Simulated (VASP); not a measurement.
Set up this calculation in VASP 6.6.1, as the native input.

```yaml
Task: single point
Functional: PBE
Potentials_or_basis: VASP PAW PBE potentials, release 64 (Cd, S)
Cutoff: 520 eV
k_mesh: 8 × 8 × 8
Occupations: fermi-dirac, width 0.02 eV
Spin: no spin polarisation
Dipole_correction: no
Further_INCAR_settings: ALGO = Normal; EDIFF = 1e-06; NBANDS = 16
```

The structure of CdS lies in POSCAR:

```
CdS
1.0
   -0.0476152804      2.9392148416      2.9392148416
    2.9392148416     -0.0476152804      2.9392148416
    2.8915995612      2.8915995612      0.0000000000
Cd S
1 1
Direct
   -0.0035838390     -0.0035838390      0.0035838390
    0.2535838390      0.2535838390      0.2464161610
```

This cell differs from its parent crystal: shear xy strain -3.2%.

The input as run:

INCAR

```
SYSTEM = CdS
ALGO = Normal
EDIFF = 1E-6
ENCUT = 520
GGA = PE
ISIF = 2
ISMEAR = -1
LASPH = .True.
LCHARG = .True.
LELF = .True.
LREAL = .False.
LVHAR = .True.
LWAVE = .False.
NBANDS = 16
NELM = 100
PREC = Accurate
SIGMA = 0.02
```

KPOINTS

```
k-points
0
Gamma
  8 8 8
  0 0 0
```

Potentials or basis: VASP PAW PBE potentials, release 64 (Cd, S).

The run is started by

```console
$ cat potpaw_PBE.64/Cd/POTCAR potpaw_PBE.64/S/POTCAR > POTCAR
$ mpirun -np 1 vasp_std > vasp.out
```

It gave:

```
Pressure               : 1.7 GPa
Band gap on the k mesh : 1.03 eV, direct
```

Caveat: the cell differs from its parent crystal (shear xy strain -3.2%).

Wall time 62 s on 1 thread of Intel(R) Xeon(R) Platinum 8259CL CPU @ 2.50GHz (Skylake/Cascade Lake), with other jobs on the host, peak memory 0.22 GiB.
